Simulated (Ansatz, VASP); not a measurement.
# Sb in VASP and in Ansatz

File INCAR:

```
ALGO = Normal ; DIPOL = 0.5 0.5 0.388
EDIFF = 1E-7 ; ENCUT = 520
GGA = PE ; IDIPOL = 3
ISIF = 2 ; ISMEAR = 0
IVDW = 12 ; LASPH = T
LCHARG = F ; LDIPOL = T
LREAL = F ; LWAVE = F
NBANDS = 18 ; NELM = 80
PREC = Accurate ; SIGMA = 0.05
```

Contents of KPOINTS:

```
k-points
0
Gamma
  9 9 1
```

File POSCAR:

```
Sb
1.0
    4.0686848921      0.0000000000      0.0000000000
   -2.0343424461      3.5235844766      0.0000000000
    0.0000000000      0.0000000000     20.8000277116
Sb
4
Direct
    0.3333333333      0.6666666667      0.2956733491
    0.6666666667      0.3333333333      0.2163458656
    0.8888888889      0.7777777778      0.5600967399
    0.5555555556      1.1111111111      0.4807692564
```

Input for Ansatz:

```yaml
crystal:
  lattice:
    - [4.0686853555, 0.0, 0.0]
    - [-2.0343426777, 3.5235848779, 0.0]
    - [0.0, 0.0, 20.8000291998]
  atoms:
    - { symbol: Sb, position: [0.3333333333, 0.6666666667, 0.2956733638] }
    - { symbol: Sb, position: [0.6666666667, 0.3333333333, 0.2163458501] }
    - { symbol: Sb, position: [0.8888888889, 0.7777777778, 0.5600967714] }
    - { symbol: Sb, position: [0.5555555556, 1.1111111111, 0.4807692578] }
basis:
  ecutwfc: 420
kpoints:
  mp_grid: { grid: [9, 9, 1] }
hamiltonian:
  xc: pbe
  dispersion: d3bj
scf:
  occupations: { method: gaussian, width: 0.05 }
output:
  forces: true
  eigenvalues: true
efield:
  axis: 3
  dipole_correction: true
  ramp_width: 0.04
```

Alike in both runs: task single point; functional PBE; dispersion D3(BJ); k mesh 9 × 9 × 1; occupations gaussian, width 0.05 eV; no spin polarisation.

|  | VASP | Ansatz |
| --- | --- | --- |
| version | VASP 6.6.1 | Ansatz 0.2.0 |
| potentials or method | VASP PAW PBE potentials, release 64 (Sb), cutoff 520 eV | scalar-relativistic, plane waves, PAW |
| valence electrons in the cell | 20 | 60 |

|  | VASP | Ansatz | Ansatz less VASP |
| --- | --- | --- | --- |
| gap on the k mesh at the Fermi level (eV) | 0.89 | 0.88 | -0.009 |
| least direct gap on the mesh (eV) | 1.49 | 1.51 | +0.025 |
| rms of the force components (eV/Å) | 0.080 | 0.042 | -0.0383 |

Atom by atom the forces differ by 0.050 eV/Å (rms over components). VASP's potentials hold 20 valence electrons a cell and Ansatz's 60, so a difference there can come from the potentials and not from the codes.

Spin-orbit coupling is off throughout.
